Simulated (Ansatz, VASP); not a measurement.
# Tc in VASP and in Ansatz

The input INCAR:

```
SYSTEM = Tc
  PREC = Accurate
  ENCUT = 520
  EDIFF = 1E-6
  ISMEAR = -1
  SIGMA = 0.05
  LREAL = .FALSE.
  LASPH = .TRUE.
  NELM = 60
  ALGO = Fast
  ISIF = 2
  LWAVE = .FALSE.
  LCHARG = .TRUE.
  GGA = PE
  LELF = .TRUE.
  LVHAR = .TRUE.
  NBANDS = 20
```

Contents of KPOINTS:

```
Automatic mesh
0
G
  11 11 6
  0 0 0
```

The input POSCAR:

```
Tc
1.0
    2.7400000000      0.0000000000      0.0000000000
   -1.3700000000      2.3729096064      0.0000000000
    0.0000000000      0.0000000000      4.3980000000
Tc
2
Direct
    0.6666666667      0.3333333333      0.7500000000
    0.3333333333      0.6666666667      0.2500000000
```

Contents of input.yaml:

```yaml
crystal:
  lattice:
    - [2.74, 0.0, 0.0]
    - [-1.37, 2.3729096064, 0.0]
    - [0.0, 0.0, 4.398]
  atoms:
    - { symbol: Tc, position: [0.6666666667, 0.3333333333, 0.75] }
    - { symbol: Tc, position: [0.3333333333, 0.6666666667, 0.25] }
kpoints:
  mp_grid: { grid: [11, 11, 6] }
scf:
  occupations: { method: fermi_dirac, width: 0.05 }
hamiltonian:
  xc: pbe
  pseudopotentials: { kind: all_electron, lapw: { basis_error: 0.0005 } }
output:
  forces: true
  stress: true
  eigenvalues: true
```

Alike in both runs: task single point; functional PBE; k mesh 11 × 11 × 6; occupations fermi-dirac, width 0.05 eV; no spin polarisation.

|  | VASP | Ansatz |
| --- | --- | --- |
| version | VASP 6.6.1 | Ansatz 0.2.0 |
| potentials or method | VASP PAW PBE potentials, release 64 (Tc_pv), cutoff 520 eV | all-electron LAPW, scalar-relativistic |

Ansatz gave:

| Property | Result |
| --- | --- |
| gap on the k mesh at the Fermi level (eV) | none |
| pressure (GPa) | 2.9 |
| traceless stress, the component that is largest in VASP (GPa) | -0.04 |

Which values does VASP return?

gap on the k mesh at the Fermi level (eV): none; pressure (GPa): 2.3; traceless stress, the component that is largest in VASP (GPa): -0.05.

A gap of «none» marks a metal or a gap that the smearing closes. Ansatz ran all-electron here, and VASP with PAW potentials.
